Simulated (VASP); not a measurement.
## Ru: relaxation of shape and atoms at fixed volume with PBE

Ru:

```
Ru
1.0
     2.69255    0.00000    0.00000
    -1.34627    2.33182    0.00000
     0.00000    0.00000    4.25336
Ru
2
Direct
  0.33333 0.66667 0.25000
  0.66667 0.33333 0.75000
```

This cell differs from its parent crystal: volume scaled by 0.97.

```json
{
 "Program": "VASP 6.6.1",
 "Task": "relaxation of shape and atoms at fixed volume",
 "Functional": "PBE",
 "Potentials or basis": "VASP PAW PBE potentials, release 64 (Ru_pv)",
 "Cutoff": "600 eV",
 "k mesh": "18 × 18 × 10",
 "Occupations": "gaussian, width 0.1 eV",
 "Spin": "no spin polarisation",
 "Dipole correction": "no",
 "Further INCAR settings": "ALGO = Fast; EDIFF = 1e-06; IBRION = 2; EDIFFG = -0.01; NSW = 50; ISIF = 4"
}
```

```
Energy gained by relaxing : 0.0 meV/atom
Ionic steps               : 3
Pressure after relaxing   : 10.1 GPa
Band gap on the k mesh    : zero (band 14 reaches 14.67 eV, above the bottom of band 15 at 11.46 eV)
```

Final structure:
```yaml
crystal:
  lattice:
    - [2.69121, 0.00000, 0.00000]
    - [-1.34561, 2.33066, 0.00000]
    - [0.00000, 0.00000, 4.25759]
  atoms:
    - { symbol: Ru, position: [0.33333, 0.66667, 0.25000] }
    - { symbol: Ru, position: [0.66667, 0.33333, 0.75000] }
```

Levels at points of the mesh, in eV from the Fermi level:
| k point | band 11 | band 12 | band 13 | band 14 | band 15 | band 16 | band 17 | band 18 |
| --- | --- | --- | --- | --- | --- | --- | --- | --- |
| (0.00, 0.00, 0.00) | -2.47 | -1.95 | -1.95 | -1.42 | -1.42 | 1.22 | 1.22 | 1.32 |
| (0.50, 0.00, 0.00) | -2.11 | -1.81 | -1.54 | 1.47 | 1.90 | 1.98 | 4.17 | 6.26 |
| (0.00, 0.00, 0.50) | -2.82 | -2.82 | -2.76 | -2.76 | 0.57 | 0.57 | 0.57 | 0.57 |
| (0.50, 0.00, 0.50) | -1.08 | -1.08 | 0.47 | 0.47 | 1.74 | 1.74 | 3.47 | 3.47 |

It took 110 s on 1 thread of Intel Xeon 6975P-C (shared host), peak memory 0.24 GiB.
